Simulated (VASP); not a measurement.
## Zn: relaxation of cell and atoms with PBE

Crystal: Zn.

```
Zn
1.0
     0.00000    2.71000    2.71000
     2.71000    0.00000    2.71000
     2.71000    2.71000    0.00000
Zn
2
Direct
  0.00000 0.00000 0.00000
  0.25000 0.25000 0.25000
```

```yaml
Program: VASP 6.6.1
Task: relaxation of cell and atoms
Functional: PBE
Potentials_or_basis: VASP PAW PBE potentials, release 64 (Zn)
Cutoff: 600 eV
k_mesh: 7 × 7 × 7
Occupations: fermi-dirac, width 0.05 eV
Spin: no spin polarisation
Target_pressure: 10 GPa
Dipole_correction: no
Further_INCAR_settings: ALGO = Normal; EDIFF = 1e-07; IBRION = 2; EDIFFG = -0.02; NSW = 80; ISIF = 3
```

```json
{
  "Relaxed volume": "20.02 Å³/atom",
  "Relaxed cell": "a = 3.840 Å, b = 3.840 Å, c = 3.840 Å, α = 60.00°, β = 60.00°, γ = 60.00°",
  "Space group after relaxing (to 0.05 Å)": "Fd-3m (No. 227)",
  "Energy change on relaxing (the enthalpy is what falls)": "-7.2 meV/atom",
  "Ionic steps": "2",
  "Pressure after relaxing": "9.9 GPa",
  "Band gap on the k mesh": "zero (band 12 reaches 7.41 eV, above the bottom of band 13 at 0.35 eV)"
}
```

Step by step:
```csv
step,energy change (eV),largest force (eV/Å),pressure (GPa),volume (Å³)
1,0.0000,0.0000,10.32,39.81
2,-0.0143,0.0000,9.90,40.03
```

Final structure:
```
Zn
1.0
     0.00000    2.71515    2.71515
     2.71515    0.00000    2.71515
     2.71515    2.71515    0.00000
Zn
2
Direct
  0.00000 0.00000 0.00000
  0.25000 0.25000 0.25000
```

Levels at points of the mesh, in eV from the Fermi level:
```tsv
k point	band 8	band 9	band 10	band 11	band 12	band 13	band 14	band 15	band 16
(0.00, 0.00, 0.00)	-7.23	-7.23	-6.91	-6.91	6.15	6.15	6.15	7.53	7.53
```

Wall time 18 s on 1 thread of AMD EPYC 7R13 Processor (Zen 3), on a shared host, peak memory 0.15 GiB.

Caveat: the cell is relaxed towards a set pressure, so the enthalpy falls and the energy may rise.
